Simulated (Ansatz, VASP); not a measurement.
This is a calculation of Al for VASP 6.6.1.

The input INCAR:

```
SYSTEM = Al
PREC     = Accurate       ! precision mode
ENCUT    = 520            ! plane-wave cutoff, eV
EDIFF    = 1E-7           ! SCF threshold, eV
ISMEAR   = -1             ! smearing method
SIGMA    = 0.05           ! smearing width, eV
LREAL    = .FALSE.        ! projectors in reciprocal space
LASPH    = .TRUE.         ! aspherical terms in the spheres
NELM     = 100            ! most SCF steps
ALGO     = Normal         ! electronic algorithm
ISIF     = 2              ! what is computed and relaxed
LWAVE    = .FALSE.        ! write WAVECAR
LCHARG   = .FALSE.        ! write CHGCAR
GGA      = PE             ! functional
NBANDS   = 14             ! bands
```

The input KPOINTS:

```
Automatic mesh
0
G
  11 11 3
  0 0 0
```

Contents of POSCAR:

```
Al
1.0
    2.8457999342      0.0000000000      0.0000000000
   -1.4228999671      2.4645350371      0.0000000000
    0.0000000000      0.0000000000      9.2468292341
Al
4
Direct
    0.6666666667      0.3333333333      0.7500000000
    0.0000000000      0.0000000000      0.5000000000
    0.3333333333      0.6666666667      0.2500000000
    0.0000000000      0.0000000000      0.0000000000
```

Potentials or basis: VASP PAW PBE potentials, release 64 (Al).

Launch:

```console
$ cat potpaw_PBE.64/Al/POTCAR > POTCAR
$ mpirun -np 1 vasp_std > vasp.out
```

Translate it to Ansatz 0.2.0. Potentials there: Ansatz PAW.

As run (the cutoff follows the program's own potentials):

The input input.yaml:

```yaml
crystal:
  lattice:
    - [2.8457999342, 0.0, 0.0]
    - [-1.4228999671, 2.4645350371, 0.0]
    - [0.0, 0.0, 9.2468292341]
  atoms:
    - { symbol: Al, position: [0.6666666667, 0.3333333333, 0.75] }
    - { symbol: Al, position: [0.0, 0.0, 0.5] }
    - { symbol: Al, position: [0.3333333333, 0.6666666667, 0.25] }
    - { symbol: Al, position: [0.0, 0.0, 0.0] }
hamiltonian:
  xc: pbe
  pseudopotentials: { kind: paw }
kpoints:
  mp_grid: { grid: [11, 11, 3] }
scf:
  occupations: { method: fermi_dirac, width: 0.05 }
output:
  forces: true
  stress: true
  eigenvalues: true
```

Potentials or basis: Ansatz PAW.

Command:

```sh
$ ansatz run input.yaml --threads 2 --pin off --max-ram 5120MiB --backend cpu --events-out ev --progress --plain --runs-dir out
```

Both were run:

|  | VASP | Ansatz | Ansatz less VASP |
| --- | --- | --- | --- |
| gap on the k mesh at the Fermi level (eV) | none | none | - |
| pressure (GPa) | 1.8 | 1.8 | +0.04 |
| traceless stress, the component that is largest in VASP (GPa) | 1.29 | 1.28 | -0.008 |

A gap of «none» marks a metal or a gap that the smearing closes.
